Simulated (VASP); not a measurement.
# AlAu2 (I4/mmm) in VASP: further runs, part 3 of 3

VASP 6.6.1.

## (6) Single point, LDA

This run uses another cell than the first one, of the same volume but with other edges.

Input file INCAR:

```
SYSTEM = AlAu2
PREC = Accurate
ENCUT = 520
EDIFF = 1E-6
ISMEAR = 0
SIGMA = 0.15
LREAL = .False.
LASPH = .True.
NELM = 60
ALGO = Fast
ISIF = 2
LWAVE = .False.
LCHARG = .False.
NBANDS = 20
```

Input file KPOINTS:

```
Automatic mesh
0
Gamma
  16 16 16
  0 0 0
```

Input file POSCAR:

```
AlAu2
1.0
   -1.6988918846      1.6988918846      4.0946692203
    1.6988918846     -1.6988918846      4.0946692203
    1.6988918846      1.6988918846     -4.0946692203
Al Au
1 2
Direct
    0.0000000000      0.0000000000      0.0000000000
    0.6685935503      0.6685935503      0.0000000000
    0.3314064497      0.3314064497      0.0000000000
```

Potentials or basis: VASP PAW LDA potentials, release 64 (Al, Au).

Run with:

```
$ cat potpaw_LDA.64/Al/POTCAR potpaw_LDA.64/Au/POTCAR > POTCAR
$ mpirun -np 1 vasp_std > vasp.out
```

OUTCAR:

```text
SYSTEM = AlAu2
   PREC = Accurate
   ENCUT = 520
   EDIFF = 1E-6
   ISMEAR = 0
   LREAL = .False.
   LASPH = .True.
   NELM = 60
   ISIF = 2

 ion  position               nearest neighbor table
   1  0.000  0.000  0.000-   2 2.71   3 2.71   2 2.77   3 2.77   2 2.77   2 2.77   2 2.77   3 2.77
                             3 2.77   3 2.77
   2  0.669  0.669  0.000-   1 2.71   3 2.75   3 2.75   3 2.75   3 2.75   3 2.76   1 2.77   1 2.77
                             1 2.77   1 2.77
   3  0.331  0.331  0.000-   1 2.71   2 2.75   2 2.75   2 2.75   2 2.75   2 2.76   1 2.77   1 2.77
                             1 2.77   1 2.77

  LATTYP: Found a body centered tetragonal cell.
 ALAT       =     3.3977837692
 C/A-ratio  =     2.4102000000

  Lattice vectors:

 A1 = (  -1.6988918846,   1.6988918846,   4.0946692203)
 A2 = (   1.6988918846,  -1.6988918846,   4.0946692203)
 A3 = (   1.6988918846,   1.6988918846,  -4.0946692203)

Analysis of symmetry for initial positions (statically):
=====================================================================
 Subroutine PRICEL returns:
 Original cell was already a primitive cell.

 Routine SETGRP: Setting up the symmetry group for a
 body centered tetragonal supercell.

[... 168 lines left out ...]

 E-fermi :  10.1170     XC(G=0): -12.4631

 val. band max:       10.1094969190   @ k =   0.4375   0.3750   0.0625
 cond. band min:      10.1321721773   @ k =   0.1250   0.0625   0.0625
 fundamental gap:      0.0226752583
 Fermi energy:        10.1169609539

 k-point     1 :       0.0000    0.0000    0.0000
  band No.  band energies     occupation
      1      -1.1213      2.00000
      2       3.2903      2.00000
      3       3.3405      2.00000
      4       4.2821      2.00000
      5       4.4420      2.00000
      6       4.9394      2.00000
[... 541 lines left out ...]
     19      17.9015      0.00000
     20      19.6621      0.00000

 [... further k-points ...]

------------------------ aborting loop because EDIFF is reached ----------------------------------------

  FORCE on cell =-STRESS in cart. coord.  units (eV):
  Direction    XX          YY          ZZ          XY          YZ          ZX
  --------------------------------------------------------------------------------------
  -------------------------------------------------------------------------------------
  Total        0.9185822      0.9185822      0.5238516      0.0000000      0.0000000      0.0000000
  in kB       31.1328108     31.1328108     17.7545032      0.0000000      0.0000000      0.0000000
  external PRESSURE =      26.6733749 kB  Pullay stress =       0.0000000 kB

 VOLUME and BASIS-vectors are now :
 -----------------------------------------------------------------------------
  energy-cutoff  :      520.00
  volume of cell :       47.27
      direct lattice vectors                 reciprocal lattice vectors
    -1.698891885  1.698891885  4.094669220     0.000000000  0.294309488  0.122109986
     1.698891885 -1.698891885  4.094669220     0.294309488  0.000000000  0.122109986
     1.698891885  1.698891885 -4.094669220     0.294309488  0.294309488  0.000000000

 POSITION                                       TOTAL-FORCE (eV/Angst)
 -----------------------------------------------------------------------------------
      0.00000      0.00000      0.00000         0.000000      0.000000     -0.000000
      0.00000      0.00000      5.47534        -0.000000     -0.000000     -0.824088
      0.00000      0.00000      2.71400        -0.000000     -0.000000      0.824088
 -----------------------------------------------------------------------------------
    total drift:                                0.000000     -0.000000      0.000000

  FREE ENERGIE OF THE ION-ELECTRON SYSTEM (eV)
  ---------------------------------------------------
  free  energy   TOTEN  =       -14.1022612265 eV

  energy  without entropy=      -14.0940483092  energy(sigma->0) =      -14.09815477
```

OSZICAR:

```text
N       E                     dE             d eps       ncg     rms          rms(c)
DAV:   1     0.127539908468E+03    0.12754E+03   -0.11853E+04 14088   0.112E+03
DAV:   2    -0.122756096413E+02   -0.13982E+03   -0.13352E+03 15340   0.250E+02
DAV:   3    -0.154806087238E+02   -0.32050E+01   -0.31876E+01 16332   0.369E+01
DAV:   4    -0.154973472481E+02   -0.16739E-01   -0.16737E-01 15164   0.304E+00
DAV:   5    -0.154975030405E+02   -0.15579E-03   -0.15579E-03 15984   0.306E-01    0.143E+01
RMM:   6    -0.141921956785E+02    0.13053E+01   -0.30986E+00 13978   0.115E+01    0.863E+00
RMM:   7    -0.141274346204E+02    0.64761E-01   -0.10686E-01 14520   0.219E+00    0.452E+00
RMM:   8    -0.141024493739E+02    0.24985E-01   -0.15891E-02 14361   0.811E-01    0.212E-01
RMM:   9    -0.141022751659E+02    0.17421E-03   -0.27347E-03 15034   0.317E-01    0.114E-01
RMM:  10    -0.141022655124E+02    0.96534E-05   -0.43917E-04 15339   0.143E-01    0.663E-02
RMM:  11    -0.141022651300E+02    0.38249E-06   -0.72354E-05 15401   0.559E-02    0.377E-02
RMM:  12    -0.141022610115E+02    0.41185E-05   -0.24106E-05 14888   0.292E-02    0.795E-03
RMM:  13    -0.141022612265E+02   -0.21496E-06   -0.37953E-06 12168   0.123E-02
   1 F= -.14102261E+02 E0= -.14098155E+02  d E =-.821292E-02
```

It took 8.4 min on 1 thread of Intel Xeon Platinum 8375C at 2.90GHz (Ice Lake), shared host; peak memory 0.4 GiB.

What came out:

| Item | Value |
| --- | --- |
| Free energy | -14.1023 eV |
| Pressure | 2.7 GPa |
| Largest force | 0.824 eV/Å |
| Band gap on the k mesh | zero (an odd number of electrons rules out a gap without spin polarisation) |

Forces in eV/Å, atoms in the order of the input:
```
Al   0.000  0.000  0.000
Au   0.000  0.000 -0.824
Au   0.000  0.000  0.824
```

Stress tensor (GPa, compression positive):
```
3.11 0.00 0.00
0.00 3.11 0.00
0.00 0.00 1.78
```

Caveat: spin-orbit coupling is left out, which moves the levels of the heavy elements.

## (7) The runs side by side

| cell | further INCAR settings | gap on the mesh (eV) | pressure (GPa) | largest force (eV/Å) |
| --- | --- | --- | --- | --- |
| a = 4.861 Å, angles 139.9, 139.9, 58.0°, 3 atoms, atomic positions A | ALGO = Fast; EDIFF = 1e-06; NBANDS = 20 | none | 5.8 | 3.12 |
| a = 5.094 Å, angles 143.1, 143.1, 53.1°, 3 atoms, atomic positions B | ALGO = Fast; EDIFF = 1e-07; NBANDS = 20 | none | -0.3 | 0.50 |
| a = 4.861 Å, angles 139.9, 139.9, 58.0°, 3 atoms, atomic positions B | ALGO = Fast; EDIFF = 1e-06; NBANDS = 20 | none | 1.0 | 0.30 |
| a = 4.861 Å, angles 139.9, 139.9, 58.0°, 3 atoms, atomic positions C | ALGO = Fast; EDIFF = 1e-06; NBANDS = 20 | none | 2.0 | 1.31 |
| a = 4.748 Å, angles 138.1, 138.1, 60.8°, 3 atoms, atomic positions C | ALGO = Fast; EDIFF = 1e-06; NBANDS = 20 | none | 2.7 | 0.82 |

Alike in all rows: task single point; level LDA; potentials or basis VASP PAW LDA potentials, release 64 (Al, Au); no spin polarisation; k mesh 16 × 16 × 16; cutoff (eV) 520; smearing gaussian 0.15 eV.

Caveats: spin-orbit coupling is left out, which moves the levels of the heavy elements; forces of over 1 eV/Å act on the atoms, so gaps and moduli don't describe the material at rest (at least some runs); the cell stands under pressure (at least some runs).

Total energies depend on the potentials used, so only differences within one code and one set of settings carry meaning.
